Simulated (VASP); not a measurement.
## Al2O3: relaxation of cell and atoms with PBE

The system is Al2O3.

```
Al O
1.0
    -1.29958    1.85035    4.03756
     1.29958   -1.85035    4.03756
     1.29958    1.85035   -4.03756
Al O
2 3
Cartesian
  0.0000 0.0000 5.3487
  0.0000 0.0000 2.7265
  0.0000 1.8504 0.0000
  1.2996 0.0000 1.4248
  0.0000 1.8504 2.6128
```

```yaml
Program: VASP 6.6.1
Task: relaxation of cell and atoms
Functional: PBE
Potentials_or_basis: VASP PAW PBE potentials, release 64 (Al, O)
Cutoff: 600 eV
k_mesh: 8 × 8 × 8
Occupations: gaussian, width 0.1 eV
Spin: no spin polarisation
Dipole_correction: no
Further_INCAR_settings: ALGO = Normal; EDIFF = 1e-06; IBRION = 2; EDIFFG = -0.04; NSW = 90; ISIF = 3
```

```yaml
Relaxed_volume: 9.21 Å³/atom
Relaxed_cell: a = 4.984 Å, b = 4.984 Å, c = 4.984 Å, α = 147.40°, β = 135.93°, γ = 55.88°
Space_group_after_relaxing_to_0.05_Å: Immm (No. 71)
Energy_gained_by_relaxing: 217.1 meV/atom
Ionic_steps: 9
Pressure_after_relaxing: -0.1 GPa
Largest_force_after_relaxing: 0.025 eV/Å
Band_gap_on_the_k_mesh: 5.19 eV, direct
```

Forces in eV/Å, atoms in the order of the input:
```
Al   0.000  0.000 -0.025
Al   0.000  0.000  0.025
O    0.000  0.000  0.000
O    0.000  0.000 -0.021
O    0.000  0.000  0.021
```

Stress tensor (GPa, compression positive):
```
 0.24  0.00  0.00
 0.00 -0.52  0.00
 0.00  0.00 -0.14
```

Step by step:
```tsv
step	energy change (eV)	largest force (eV/Å)	pressure (GPa)	volume (Å³)
1	0.0000	1.3862	39.14	38.84
2	-0.3831	1.8218	-21.30	50.46
3	-0.7994	1.6571	-2.51	45.05
4	-1.0091	0.6278	-1.21	45.61
5	-1.0375	0.6625	-0.22	45.88
6	-1.0822	0.1175	0.46	45.93
7	-1.0822	0.1242	0.46	45.93
8	-1.0845	0.0987	-0.44	46.11
9	-1.0853	0.0252	-0.14	46.05
```

Final structure:
```
Al O
1.0
    -1.39859    1.86979    4.40274
     1.39859   -1.86979    4.40274
     1.39859    1.86979   -4.40274
Al O
2 3
Direct
  0.65551 0.65551 0.00000
  0.34449 0.34449 0.00000
  0.50000 0.00000 0.50000
  0.19651 0.69651 0.50000
  0.80349 0.30349 0.50000
```

Levels at points of the mesh, in eV from the valence-band top:
```csv
k point,band 9,band 10,band 11,band 12,band 13,band 14,band 15,band 16
"(0.00, 0.00, 0.00)",-2.13,-0.65,-0.29,0.00,5.19,10.25,10.27,12.64
"(0.50, 0.00, 0.00)",-1.66,-1.28,-1.23,-0.22,6.99,10.07,10.23,11.87
"(0.00, 0.50, 0.00)",-2.79,-1.89,-1.12,-0.91,8.73,10.41,10.61,10.71
"(0.50, 0.50, 0.00)",-1.71,-1.34,-1.24,-0.54,8.69,9.64,11.64,11.98
"(0.50, 0.50, 0.50)",-1.64,-1.28,-1.22,-0.03,7.07,8.92,9.45,10.71
```

Wall time 13 min on 1 thread of Intel Xeon 6975P-C, with other jobs on the host, peak memory 0.28 GiB.

Caveat: the volume moved by over 15 % at a fixed basis, so the end points are rough. As with any semilocal functional, this PBE gap is likely too small.
